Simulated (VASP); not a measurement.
Here is a VASP 6.6.1 calculation.

The input INCAR:

```
SYSTEM = Rh2O5
  PREC = Accurate
  ENCUT = 520
  EDIFF = 1E-6
  ISMEAR = -1
  SIGMA = 0.06122561905347299
  LREAL = .False.
  LASPH = .True.
  NELM = 80
  ALGO = Normal
  ISIF = 2
  LWAVE = .False.
  LCHARG = .False.
  GGA = PE
  NBANDS = 73
```

KPOINTS

```
regular mesh
0
Gamma
  8 8 8
  0 0 0
```

File POSCAR:

```
Rh2O5
1.0
    5.1758465259      0.0000000000      0.0000000000
    0.0000000000      5.1758465259      0.0000000000
    0.0000000000      0.0000000000      5.1758465259
Rh O
4 10
Direct
    0.0000000000      0.0000000000      0.0000000000
    0.5000000000      0.5000000000      0.0000000000
    0.5000000000      0.0000000000      0.5000000000
    0.0000000000      0.5000000000      0.5000000000
    0.5000000000      0.0000000000      0.0000000000
    0.0000000000      0.5000000000      0.0000000000
    0.0000000000      0.0000000000      0.5000000000
    0.5000000000      0.5000000000      0.5000000000
    0.7500000000      0.7500000000      0.2500000000
    0.7500000000      0.2500000000      0.7500000000
    0.2500000000      0.7500000000      0.7500000000
    0.7500000000      0.2500000000      0.2500000000
    0.2500000000      0.7500000000      0.2500000000
    0.2500000000      0.2500000000      0.7500000000
```

Potentials or basis: VASP PAW PBE potentials, release 64 (Rh_pv, O).

Launch:

```sh
$ cat potpaw_PBE.64/Rh_pv/POTCAR potpaw_PBE.64/O/POTCAR > POTCAR
$ mpirun -np 1 vasp_std > vasp.out
```

Problem. Estimate the pressure.

Solution. -10.7 GPa.

Problem. Estimate the band gap on the k mesh.

Solution. Zero (bands 60 and 61 overlap by 0.86 eV).

Caveat: the cell stands under tension.
